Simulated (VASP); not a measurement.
# AgO (F-43m) in VASP: further runs

The runs below take AgO through single point, with PBEsol.

All numbers are computed with VASP 6.6.1; they aren't measurements. Logs are shortened: lines on timing, memory, paths and dates and some standing lists are left out, and cuts for length are marked.

### Step 1. The cell of the first run

It takes space group F-43m (No. 216, cubic). The conventional cell has a = 4.816 Å, b = 4.816 Å, c = 4.816 Å, α = 90.00°, β = 90.00°, γ = 90.00°. Ag (site symmetry -43m) has 4 O at 2.09 Å within 2.8 Å. O (site symmetry -43m) has 4 Ag at 2.09 Å within 2.8 Å.

### Step 2. Single point, PBEsol

Contents of INCAR:

```
SYSTEM = AgO
PREC     = Accurate       ! precision mode
ENCUT    = 520            ! plane-wave cutoff, eV
EDIFF    = 1E-7           ! SCF threshold, eV
ISMEAR   = 0              ! smearing method
SIGMA    = 0.1            ! smearing width, eV
LREAL    = Auto         
LASPH    = .True.         ! aspherical terms in the spheres
NELM     = 100            ! most SCF steps
ALGO     = Normal         ! electronic algorithm
ISIF     = 2              ! what is computed and relaxed
LWAVE    = .False.        ! write WAVECAR
LCHARG   = .True.         ! write CHGCAR
GGA      = PS             ! functional
LELF     = .True.         ! ELF
LVHAR    = .True.       
NBANDS   = 82             ! bands
ISYM     = 0
```

Contents of KPOINTS:

```
Automatic mesh
0
Gamma
  2 2 2
  0.5 0.5 0.5
```

Contents of POSCAR:

```
AgO
1.0
    4.8160000000     -4.8160000000      0.0000000000
    4.8160000000      0.0000000000      4.8160000000
    0.0000000000     -4.8160000000      4.8160000000
Ag O
8 8
Direct
    0.5000000000      0.0000000000      0.0000000000
    0.5000000000      0.0000000000      0.5000000000
    0.5000000000      0.5000000000      0.0000000000
    0.5000000000      0.5000000000      0.5000000000
    0.0000000000      0.0000000000      0.0000000000
    0.0000000000      0.0000000000      0.5000000000
    0.0000000000      0.5000000000      0.0000000000
    0.0000000000      0.5000000000      0.5000000000
    0.1250000000      0.1250000000      0.6250000000
    0.1250000000      0.1250000000      0.1250000000
    0.1250000000      0.6250000000      0.6250000000
    0.1250000000      0.6250000000      0.1250000000
    0.6250000000      0.1250000000      0.6250000000
    0.6250000000      0.1250000000      0.1250000000
    0.6250000000      0.6250000000      0.6250000000
    0.6250000000      0.6250000000      0.1250000000
```

Potentials or basis: VASP PAW PBE potentials, release 64 (Ag, O).

The run is started by

```
$ cat potpaw_PBE.64/Ag/POTCAR potpaw_PBE.64/O/POTCAR > POTCAR
$ mpirun -np 1 vasp_std > vasp.out
```

OUTCAR:

```text
SYSTEM = AgO
   PREC = Accurate
   ENCUT = 520
   EDIFF = 1E-7
   ISMEAR = 0
   LREAL = Auto
   LASPH = .True.
   NELM = 100
   ISIF = 2
   GGA = PS
   ISYM = 0

 ion  position               nearest neighbor table
   1  0.500  0.000  0.000-  14 2.09  13 2.09  10 2.09  16 2.09   3 3.41   5 3.41   2 3.41   2 3.41
                             4 3.41   6 3.41   3 3.41   4 3.41   7 3.41   5 3.41   6 3.41   7 3.41
   2  0.500  0.000  0.500-  13 2.09   9 2.09  14 2.09  15 2.09   4 3.41   6 3.41   1 3.41   1 3.41
                             3 3.41   5 3.41   3 3.41   4 3.41   8 3.41   5 3.41   6 3.41   8 3.41
   3  0.500  0.500  0.000-  16 2.09  14 2.09  15 2.09  12 2.09   4 3.41   7 3.41   1 3.41   2 3.41
                             4 3.41   8 3.41   1 3.41   2 3.41   5 3.41   5 3.41   7 3.41   8 3.41
   4  0.500  0.500  0.500-  15 2.09  13 2.09  11 2.09  16 2.09   3 3.41   8 3.41   2 3.41   1 3.41
                             3 3.41   7 3.41   1 3.41   2 3.41   6 3.41   6 3.41   7 3.41   8 3.41
   5  0.000  0.000  0.000-  10 2.09   9 2.09  12 2.09  14 2.09   6 3.41   7 3.41   1 3.41   2 3.41
                             6 3.41   8 3.41   3 3.41   7 3.41   8 3.41   1 3.41   2 3.41   3 3.41
   6  0.000  0.000  0.500-   9 2.09  10 2.09  11 2.09  13 2.09   5 3.41   8 3.41   2 3.41   1 3.41
                             5 3.41   7 3.41   4 3.41   7 3.41   8 3.41   1 3.41   2 3.41   4 3.41
   7  0.000  0.500  0.000-  12 2.09  11 2.09  10 2.09  16 2.09   5 3.41   8 3.41   3 3.41   4 3.41
                             6 3.41   8 3.41   1 3.41   5 3.41   6 3.41   1 3.41   3 3.41   4 3.41
   8  0.000  0.500  0.500-  11 2.09   9 2.09  12 2.09  15 2.09   6 3.41   7 3.41   4 3.41   3 3.41
                             5 3.41   7 3.41   2 3.41   5 3.41   6 3.41   2 3.41   3 3.41   4 3.41
   9  0.125  0.125  0.625-   6 2.09   5 2.09   2 2.09   8 2.09
  10  0.125  0.125  0.125-   5 2.09   1 2.09   6 2.09   7 2.09
  11  0.125  0.625  0.625-   8 2.09   6 2.09   7 2.09   4 2.09
  12  0.125  0.625  0.125-   7 2.09   5 2.09   3 2.09   8 2.09
  13  0.625  0.125  0.625-   2 2.09   1 2.09   4 2.09   6 2.09
  14  0.625  0.125  0.125-   1 2.09   2 2.09   3 2.09   5 2.09
  15  0.625  0.625  0.625-   4 2.09   3 2.09   2 2.09   8 2.09
  16  0.625  0.625  0.125-   3 2.09   1 2.09   4 2.09   7 2.09

IMPORTANT INFORMATION: All symmetrisations will be switched off!
NOSYMM: (Re-)initialisation of all symmetry stuff for point group C_1.

----------------------------------------------------------------------------------------

                                     Primitive cell

  volume of cell :     223.4032

  direct lattice vectors                    reciprocal lattice vectors
     4.816000000 -4.816000000  0.000000000     0.103820598 -0.103820598 -0.103820598
     4.816000000  0.000000000  4.816000000     0.103820598  0.103820598  0.103820598
     0.000000000 -4.816000000  4.816000000    -0.103820598 -0.103820598  0.103820598

  length of vectors
     6.810852516  6.810852516  6.810852516     0.179822551  0.179822551  0.179822551

  position of ions in fractional coordinates (direct lattice)
     0.500000000  0.000000000  0.000000000
     0.500000000  0.000000000  0.500000000
     0.500000000  0.500000000  0.000000000
     0.500000000  0.500000000  0.500000000
     0.000000000  0.000000000  0.000000000
     0.000000000  0.000000000  0.500000000
[... 8 lines left out ...]
     0.625000000  0.625000000  0.625000000
     0.625000000  0.625000000  0.125000000

  ion indices of the primitive-cell ions
   primitive index   ion index
                 1           1
                 2           2
                 3           3
                 4           4
                 5           5
                 6           6
[... 8 lines left out ...]
                15          15
                16          16

----------------------------------------------------------------------------------------

 KPOINTS: Automatic mesh

Automatic generation of k-mesh.
 Grid dimensions read from file:
 generate k-points for:    2    2    2

 Generating k-lattice:

  Cartesian coordinates                     Fractional coordinates (reciprocal lattice)
     0.051910299 -0.051910299 -0.051910299     0.500000000  0.000000000  0.000000000
     0.051910299  0.051910299  0.051910299     0.000000000  0.500000000  0.000000000
    -0.051910299 -0.051910299  0.051910299     0.000000000  0.000000000  0.500000000

  Length of vectors
     0.089911275  0.089911275  0.089911275

  Shift w.r.t. Gamma in fractional coordinates (k-lattice)
     0.500000000  0.500000000  0.500000000

 Subroutine IBZKPT returns following result:
 ===========================================

 Found     16 irreducible k-points:

 Following reciprocal coordinates:
            Coordinates               Weight
  0.250000  0.250000  0.250000      2.000000
  0.250000  0.000000  0.000000      2.000000
  0.000000  0.000000 -0.250000      2.000000
  0.000000  0.250000  0.000000      2.000000
 -0.250000  0.250000  0.250000      2.000000
  0.250000 -0.250000  0.250000      2.000000
[... 8 lines left out ...]
  0.000000  0.250000  0.500000      2.000000
  0.500000  0.250000  0.000000      2.000000
   k-points           NKPTS =     16   k-points in BZ     NKDIM =     16   number of bands    NBANDS=     82
   number of dos      NEDOS =    301   number of ions     NIONS =     16
   total plane-waves  NPLWV = 157464
   dimension x,y,z NGX =    54 NGY =   54 NGZ =   54
   dimension x,y,z NGXF=   108 NGYF=  108 NGZF=  108
   ions per type =               8   8
   NGX,Y,Z   is equivalent  to a cutoff of  13.18, 13.18, 13.18 a.u.
   NGXF,Y,Z  is equivalent  to a cutoff of  26.36, 26.36, 26.36 a.u.
 SYSTEM =  AgO
   PREC   = accura    normal or accurate (medium, high low for compatibility)
   ISTART =      0    job   : 0-new  1-cont  2-samecut
   ICHARG =      2    charge: 1-file 2-atom 10-const
   ISPIN  =      1    spin polarized calculation?
   LNONCOLLINEAR =      F non collinear calculations
   LSORBIT =      F    spin-orbit coupling
   LASPH  =      T    aspherical Exc in radial PAW
   ENCUT  =  520.0 eV  38.22 Ry    6.18 a.u.  12.66 12.66 12.66*2*pi/ulx,y,z
   NELM   =    100;   NELMIN=  2; NELMDL= -5     # of ELM steps
   EDIFF  = 0.1E-06   stopping-criterion for ELM
   LREAL  =      T    real-space projection
   EDIFFG = 0.1E-05   stopping-criterion for IOM
   NSW    =      0    number of steps for IOM
   IBRION =     -1    ionic relax: 0-MD 1-quasi-New 2-CG
   NFREE  =      0    steps in history (QN), initial steepest desc. (CG)
   ISIF   =      2    stress and relaxation
   ISYM   =      0    0-nonsym 1-usesym 2-fastsym
   POTIM  = 0.5000    time-step for ionic-motion
   TEBEG  =    0.0;   TEEND  =   0.0 temperature during run
   PSTRESS=    0.0 pullay stress
   NELECT =     136.0000    total number of electrons
   NUPDOWN=      -1.0000    fix difference up-down
   EMIN   =  10.00;   EMAX   =-10.00  energy-range for DOS
   EFERMI =   0.00;   METHOD = LEGACY
   ISMEAR =     0;   SIGMA  =   0.10  broadening in eV -4-tet -1-fermi 0-gaus
   EFERMI_NEDOS =   21; number of points for ismear=-14 and -15
   IALGO  =     38    algorithm
   IMIX   =      4    mixing-type and parameters
     AMIX     =   0.40;   BMIX     =  1.00
     AMIX_MAG =   1.60;   BMIX_MAG =  1.00
  volume/ion in A,a.u.               =      13.96        94.22
  Fermi-wavevector in a.u.,A,eV,Ry     =   1.387473  2.621944 26.192336  1.925082
  Thomas-Fermi vector in A             =   2.511691
   LORBIT       =      0    0 simple, 1 ext, 2 COOP (PROOUT), +10 PAW based schemes
   GGA     = PS    functional components
   LHFCALC =     F    Hartree Fock is set to
   AEXX    =    0.0000 exact exchange contribution
   IVDW    =     0    specifies the selected vdW correction
   LEPSILON=     F    determine dielectric tensor
   LRPA    =     F    only Hartree local field effects (RPA)
 non-spin polarized calculation
 Gauss-broadening in eV      SIGMA  =   0.10
  energy-cutoff  :      520.00
  volume of cell :      223.40
 maximum number of plane-waves:      6024
 NGX is ok and might be reduce to    54
   NGX = 25   NGY = 25   NGZ = 25

 number of electron     135.9999992 magnetization

 Free energy of the ion-electron system (eV)
  ---------------------------------------------------
  ext. energy  EPLUGINS =         0.00000000
  ---------------------------------------------------
  free energy    TOTEN  =       -64.10731567 eV

  energy without entropy =      -64.00706654  energy(sigma->0) =      -64.05719111

 E-fermi :   4.7617     XC(G=0): -11.2880

 val. band max:        4.7342222120   @ k =  -0.2500   0.5000   0.5000
 cond. band min:       4.8163764036   @ k =   0.2500   0.2500   0.2500
 fundamental gap:      0.0821541916
 Fermi energy:         4.7616990560

 k-point     1 :       0.2500    0.2500    0.2500
  band No.  band energies     occupation
      1     -13.5063      2.00000
      2     -13.2440      2.00000
      3     -13.1753      2.00000
      4     -13.1753      2.00000
      5     -13.1752      2.00000
      6     -13.0959      2.00000
[... 72 lines left out ...]
     79      10.7991      0.00000
     80      10.7991      0.00000

 k-point     2 :       0.2500    0.0000    0.0000
  band No.  band energies     occupation
      1     -13.5063      2.00000
      2     -13.2440      2.00000
      3     -13.1753      2.00000
      4     -13.1753      2.00000
      5     -13.1752      2.00000
      6     -13.0959      2.00000
[... 72 lines left out ...]
     79      10.7991      0.00000
     80      10.7991      0.00000
[... 1077 lines left out ...]
     79      11.8745      0.00000
     80      11.8745      0.00000

 k-point    16 :       0.5000    0.2500    0.0000
  band No.  band energies     occupation
      1     -13.3815      2.00000
      2     -13.2948      2.00000
      3     -13.2112      2.00000
      4     -13.1766      2.00000
      5     -13.1766      2.00000
      6     -13.1291      2.00000
[... 72 lines left out ...]
     79      11.8745      0.00000
     80      11.8745      0.00000
 [bands above 80 left out]

------------------------ aborting loop because EDIFF is reached ----------------------------------------

  FORCE on cell =-STRESS in cart. coord.  units (eV):
  Direction    XX          YY          ZZ          XY          YZ          ZX
  --------------------------------------------------------------------------------------
  -------------------------------------------------------------------------------------
  Total       14.8239555     14.8239692     14.8239598     -0.0000479     -0.0000731      0.0000464
  in kB      106.3127263    106.3128247    106.3127573     -0.0003434     -0.0005242      0.0003326
  external PRESSURE =     106.3127694 kB  Pullay stress =       0.0000000 kB

 VOLUME and BASIS-vectors are now :
 -----------------------------------------------------------------------------
  energy-cutoff  :      520.00
  volume of cell :      223.40
      direct lattice vectors                 reciprocal lattice vectors
     4.816000000 -4.816000000  0.000000000     0.103820598 -0.103820598 -0.103820598
     4.816000000  0.000000000  4.816000000     0.103820598  0.103820598  0.103820598
     0.000000000 -4.816000000  4.816000000    -0.103820598 -0.103820598  0.103820598

 POSITION                                       TOTAL-FORCE (eV/Angst)
 -----------------------------------------------------------------------------------
      2.40800     -2.40800      0.00000         0.000003     -0.000000     -0.000011
      2.40800     -4.81600      2.40800        -0.000021     -0.000022     -0.000012
      4.81600     -2.40800      2.40800         0.000026      0.000022     -0.000017
      4.81600     -4.81600      4.81600         0.000007     -0.000016      0.000031
      0.00000      0.00000      0.00000         0.000003      0.000004     -0.000011
      0.00000     -2.40800      2.40800        -0.000014     -0.000017      0.000005
[... 8 lines left out ...]
      6.02000     -6.02000      6.02000         0.000010     -0.000010     -0.000033
      6.02000     -3.61200      3.61200        -0.000033     -0.000006      0.000016
 -----------------------------------------------------------------------------------
    total drift:                               -0.000013      0.000006     -0.000011

  FREE ENERGIE OF THE ION-ELECTRON SYSTEM (eV)
  ---------------------------------------------------
  free  energy   TOTEN  =       -64.1073156715 eV

  energy  without entropy=      -64.0070665435  energy(sigma->0) =      -64.05719111
```

It took 32 min on 1 thread of Intel Xeon Platinum 8375C at 2.90GHz (Ice Lake), shared host; peak memory 0.49 GiB.

What came out:

```
Free energy            : -64.1073 eV
Pressure               : 10.6 GPa
Band gap on the k mesh : zero (band 68 reaches 4.82 eV, above the bottom of band 69 at 4.73 eV)
```

Caveat: the k points lie up to 0.56 Å⁻¹ apart; the PAW data sets were made with another functional, which shifts forces and pressure a little.

(Part 1 of 2 ends here.)
